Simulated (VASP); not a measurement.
Input of a VASP 6.6.1 run:

Contents of INCAR:

```
SYSTEM = Mo
PREC = Accurate
ENCUT = 520
EDIFF = 1E-6
ISMEAR = -1
SIGMA = 0.05
LREAL = .FALSE.
LASPH = .TRUE.
NELM = 80
ALGO = Normal
ISIF = 2
LWAVE = .FALSE.
LCHARG = .TRUE.
LELF = .TRUE.
LVHAR = .TRUE.
NBANDS = 13
```

Contents of KPOINTS:

```
regular mesh
0
G
  16 16 16
  0 0 0
```

POSCAR

```
Mo
1.0
    2.3112862624      0.0000000000      0.0000000000
    0.0000000000      2.3112862624      0.0000000000
    0.0000000000      0.0000000000      2.3112862624
Mo
1
Direct
    0.0000000000      0.0000000000      0.0000000000
```

Potentials or basis: VASP PAW LDA potentials, release 64 (Mo_sv).

Run with:

```bash
$ cat potpaw_LDA.64/Mo_sv/POTCAR > POTCAR
$ mpirun -np 1 vasp_std > vasp.out
```

Q: Predict the band gap on the k mesh.

A: Zero (band 7 reaches 18.52 eV, above the bottom of band 8 at 15.37 eV).

Q: Predict the pressure.

A: 123.4 GPa.
